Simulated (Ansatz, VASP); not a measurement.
## Ti in VASP and in Ansatz

```xyz
1
Lattice="0.0000 2.0604 2.0300 2.0604 0.0000 2.0300 2.0604 2.0604 0.0000" Properties=species:S:1:pos:R:3 pbc="T T T"
Ti    0.0000    0.0000    0.0000
```

Change from the starting cell: strain +0.015 along x and y, +0.000 along z, atoms carried along.

Alike in both runs: task single point; functional PBEsol; k mesh 10 × 10 × 10; occupations gaussian, width 0.15 eV; no spin polarisation.

```csv
,VASP,Ansatz
version,VASP 6.6.1,Ansatz 0.2.0
potentials or method,"VASP PAW PBE potentials, release 64 (Ti_sv), cutoff 520 eV","scalar-relativistic, plane waves, PAW"
valence electrons in the cell,12,12
```

VASP gave:

| Property | Result |
| --- | --- |
| gap on the k mesh at the Fermi level (eV) | none |
| pressure (GPa) | -3.8 |
| traceless stress, the component that is largest in VASP (GPa) | 0.42 |

Which values does Ansatz return?

gap on the k mesh at the Fermi level (eV): none; pressure (GPa): -3.6; traceless stress, the component that is largest in VASP (GPa): 0.42.

VASP's potentials were made for PBE, not for PBEsol. A gap of «none» marks a metal or a gap that the smearing closes.
